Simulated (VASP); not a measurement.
Write the native input for VASP 6.6.1 that does the following.

- Task: single point
- Functional: r2SCAN
- Potentials or basis: VASP PAW PBE potentials, release 64 (Ga_d, O)
- Cutoff: 520 eV
- k mesh: 6 × 6 × 6
- Occupations: gaussian, width 0.01 eV
- Spin: no spin polarisation
- Dipole correction: no
- Further INCAR settings: ALGO = Normal; EDIFF = 1e-06; NBANDS = 55

Ga2O3:

```
CELL_PARAMETERS angstrom
2.51718 1.45330 4.52545
-2.51718 1.45330 4.52545
0.00000 -2.90659 4.52545
ATOMIC_POSITIONS crystal
Ga 0.85543 0.85543 0.85543
Ga 0.64457 0.64457 0.64457
Ga 0.14457 0.14457 0.14457
Ga 0.35543 0.35543 0.35543
O 0.75000 0.44637 0.05363
O 0.44637 0.05363 0.75000
O 0.05363 0.75000 0.44637
O 0.25000 0.55363 0.94637
O 0.94637 0.25000 0.55363
O 0.55363 0.94637 0.25000
```

This cell differs from its parent crystal: strain +1.0%.

These files were run (other wordings do the same):

POSCAR

```
Ga2O3
1.0
    2.5171843899      1.4532970851      4.5254452807
   -2.5171843899      1.4532970851      4.5254452807
    0.0000000000     -2.9065941703      4.5254452807
Ga O
4 6
Direct
    0.8554263242      0.8554263242      0.8554263242
    0.6445736758      0.6445736758      0.6445736758
    0.1445736758      0.1445736758      0.1445736758
    0.3554263242      0.3554263242      0.3554263242
    0.7500000000      0.4463665328      0.0536334672
    0.4463665328      0.0536334672      0.7500000000
    0.0536334672      0.7500000000      0.4463665328
    0.2500000000      0.5536334672      0.9463665328
    0.9463665328      0.2500000000      0.5536334672
    0.5536334672      0.9463665328      0.2500000000
```

INCAR.step1

```
PREC = Accurate
ENCUT = 520
ISMEAR = 0
SIGMA = 0.01
LREAL = False
LASPH = True
NELM = 80
NBANDS = 55
GGA = PE
ALGO = Normal
EDIFF = 1E-4
LWAVE = True
LCHARG = False
```

INCAR.step2

```
PREC = Accurate
ENCUT = 520
EDIFF = 1E-6
ISMEAR = 0
SIGMA = 0.01
LREAL = False
LASPH = True
NELM = 80
ALGO = Normal
ISIF = 2
LWAVE = False
LCHARG = True
METAGGA = R2SCAN
LMIXTAU = True
LELF = True
LVHAR = True
NBANDS = 55
ISTART = 1
```

KPOINTS

```
Automatic mesh
0
Gamma
  6 6 6
```

Potentials or basis: VASP PAW PBE potentials, release 64 (Ga_d, O).

Run with:

```sh
$ cat potpaw_PBE.64/Ga_d/POTCAR potpaw_PBE.64/O/POTCAR > POTCAR
$ cp INCAR.step1 INCAR
$ mpirun -np 1 vasp_std > vasp.out
$ cp INCAR.step2 INCAR
$ mpirun -np 1 vasp_std > vasp.out
```

It gave:

```yaml
Pressure: -4.9 GPa
Largest_force: 0.039 eV/Å
Band_gap_on_the_k_mesh: 3.21 eV (least direct gap 3.46 eV)
```

Caveat: the cell differs from its parent crystal (strain +1.0%); the cell stands under tension; the PAW data sets were made with another functional, which shifts forces and pressure a little.

It took 16 min on 1 thread of Oxide Virtual Turin-like Processor (shared host), peak memory 0.29 GiB.
